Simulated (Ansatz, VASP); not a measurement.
## Ag: VASP beside Ansatz

File INCAR:

```
  PREC = Accurate
  ENCUT = 520
  EDIFF = 1E-8
  ISMEAR = -1
  SIGMA = 0.03
  LREAL = F
  LASPH = T
  NELM = 60
  ALGO = Normal
  ISIF = 2
  LWAVE = F
  LCHARG = F
  GGA = PS
  LEFG = T
  NBANDS = 12
```

File KPOINTS:

```
Automatic mesh
0
Gamma
  15 15 15
```

The input POSCAR:

```
Ag
1.0
    0.0000000000      2.0293875063      2.0293875063
    2.0293875063      0.0000000000      2.0293875063
    2.0293875063      2.0293875063      0.0000000000
Ag
1
Direct
    0.0000000000      0.0000000000      0.0000000000
```

Input for Ansatz:

```yaml
crystal:
  lattice:
    - [0.0, 2.0293875063, 2.0293875063]
    - [2.0293875063, 0.0, 2.0293875063]
    - [2.0293875063, 2.0293875063, 0.0]
  atoms:
    - { symbol: Ag, position: [0.0, 0.0, 0.0] }
kpoints:
  mp_grid: { grid: [15, 15, 15] }
scf:
  occupations: { method: fermi_dirac, width: 0.03 }
hamiltonian:
  xc: pbesol
  pseudopotentials: { kind: paw }
output:
  forces: true
  stress: true
  eigenvalues: true
  efg: { contact_densities: true }
```

Change from the starting cell: volume scaled by 0.98, PAW files.

Alike in both runs: task electric field gradients; functional PBEsol; k mesh 15 × 15 × 15; occupations fermi-dirac, width 0.03 eV; no spin polarisation.

|  | VASP | Ansatz |
| --- | --- | --- |
| version | VASP 6.6.1 | Ansatz 0.2.0 |
| potentials or method | VASP PAW PBE potentials, release 64 (Ag) | PAW with Ansatz's default frozen-core files, scalar-relativistic |
| plane-wave cutoff (eV) | 520 | 420 |
| valence electrons in the cell | 11 | 19 |

|  | VASP | Ansatz | Ansatz less VASP |
| --- | --- | --- | --- |
| pressure (GPa) | -0.8 | -0.5 | +0.22 |

VASP's potentials were made for PBE, not for PBEsol. VASP's potentials hold 11 valence electrons a cell and Ansatz's 19, so a difference there can come from the potentials and not from the codes.
